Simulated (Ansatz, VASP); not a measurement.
# SnSe in VASP and in Ansatz

POSCAR

```
SnSe
1.0
   11.5700000000      0.0000000000      0.0000000000
    0.0000000000      4.1900000000      0.0000000000
    0.0000000000      0.0000000000      4.4600000000
Sn Se
4 4
Direct
    0.1180000000      0.2500000000      0.1030000000
    0.8820000000      0.7500000000      0.8970000000
    0.3820000000      0.7500000000      0.6030000000
    0.6180000000      0.2500000000      0.3970000000
    0.8550000000      0.2500000000      0.4790000000
    0.1450000000      0.7500000000      0.5210000000
    0.6450000000      0.7500000000      0.9790000000
    0.3550000000      0.2500000000      0.0210000000
```

The input INCAR.step1:

```
SYSTEM = SnSe
  PREC = Accurate
  ENCUT = 520
  ISMEAR = 0
  SIGMA = 0.1
  LREAL = .False.
  LASPH = .True.
  NELM = 80
  NBANDS = 50
  GGA = PE
  ALGO = Normal
  EDIFF = 1E-4
  LWAVE = .True.
  LCHARG = .False.
```

The input INCAR.step2:

```
SYSTEM = SnSe
  PREC = Accurate
  ENCUT = 520
  EDIFF = 1E-6
  ISMEAR = 0
  SIGMA = 0.1
  LREAL = .False.
  LASPH = .True.
  NELM = 80
  ALGO = Normal
  ISIF = 2
  LWAVE = .False.
  LCHARG = .True.
  METAGGA = R2SCAN
  LMIXTAU = .True.
  LELF = .True.
  LVHAR = .True.
  NBANDS = 50
  ISTART = 1
```

KPOINTS

```
Automatic mesh
0
Gamma
  2 4 4
  0 0 0
```

Input for Ansatz:

```yaml
crystal:
  lattice:
    - [11.57, 0.0, 0.0]
    - [0.0, 4.19, 0.0]
    - [0.0, 0.0, 4.46]
  atoms:
    - { symbol: Sn, position: [0.118, 0.25, 0.103] }
    - { symbol: Sn, position: [0.882, 0.75, 0.897] }
    - { symbol: Sn, position: [0.382, 0.75, 0.603] }
    - { symbol: Sn, position: [0.618, 0.25, 0.397] }
    - { symbol: Se, position: [0.855, 0.25, 0.479] }
    - { symbol: Se, position: [0.145, 0.75, 0.521] }
    - { symbol: Se, position: [0.645, 0.75, 0.979] }
    - { symbol: Se, position: [0.355, 0.25, 0.021] }
basis:
  ecutwfc: 500
kpoints:
  mp_grid: { grid: [2, 4, 4] }
hamiltonian:
  xc: r2scan
scf:
  occupations: { method: gaussian, width: 0.1 }
output:
  forces: true
  stress: true
  eigenvalues: true
```

Alike in both runs: task single point; functional r2SCAN; k mesh 2 × 4 × 4; occupations gaussian, width 0.1 eV; no spin polarisation.

|  | VASP | Ansatz |
| --- | --- | --- |
| version | VASP 6.6.1 | Ansatz 0.2.0 |
| potentials or method | VASP PAW PBE potentials, release 64 (Sn_d, Se), cutoff 520 eV | scalar-relativistic, plane waves, PAW |
| valence electrons in the cell | 80 | 120 |

Ansatz gave:

* gap on the k mesh at the Fermi level (eV): 1.07
* least direct gap on the mesh (eV): 1.41
* pressure (GPa): 0.2
* traceless stress, the component that is largest in VASP (GPa): 0.44
* rms of the force components (eV/Å): 0.137

**Question.** What did VASP give for the same quantities?

**Answer.** gap on the k mesh at the Fermi level (eV): 1.06; least direct gap on the mesh (eV): 1.41; pressure (GPa): 0.2; traceless stress, the component that is largest in VASP (GPa): 0.45; rms of the force components (eV/Å): 0.129.

VASP's potentials were made for PBE, not for r2SCAN. Atom by atom the forces differ by 0.008 eV/Å (rms over components). With one functional, cell and mesh, what is left measures potentials, basis and numerics. VASP's potentials hold 80 valence electrons a cell and Ansatz's 120, so a difference there can come from the potentials and not from the codes.
